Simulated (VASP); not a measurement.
Input of a VASP 6.6.1 run:

Contents of INCAR:

```
PREC = Accurate ; ENCUT = 520
EDIFF = 1E-6 ; ISMEAR = 0
SIGMA = 0.1 ; LREAL = False
LASPH = True ; NELM = 100
ALGO = Normal ; ISIF = 2
LWAVE = False ; LCHARG = False
GGA = PE ; NBANDS = 14
```

KPOINTS

```
Automatic mesh
0
Gamma
  6 6 4
```

File POSCAR:

```
AlO2
1.0
    2.8527306319      0.0000000029      0.0000000000
   -1.4263653185      2.4705371959      0.0000000000
    0.0000000000      0.0000000000      4.2883408089
Al O
1 2
Direct
    0.3333333333      0.6666666667      0.5000000000
    0.0000000000      0.0000000000      0.2607207340
    0.0000000000      0.0000000000      0.7392792660
```

Potentials or basis: VASP PAW PBE potentials, release 64 (Al, O).

Run with:

```console
$ cat potpaw_PBE.64/Al/POTCAR potpaw_PBE.64/O/POTCAR > POTCAR
$ mpirun -np 1 vasp_std > vasp.out
```

(1) Estimate the largest force.

(2) Estimate the pressure.

Answers

(1) 0.021 eV/Å.

(2) -0.1 GPa.

Caveat: the k points lie up to 0.42 Å⁻¹ apart; an odd number of electrons without spin polarisation forces a metal; a magnetic or distorted state may lie lower.
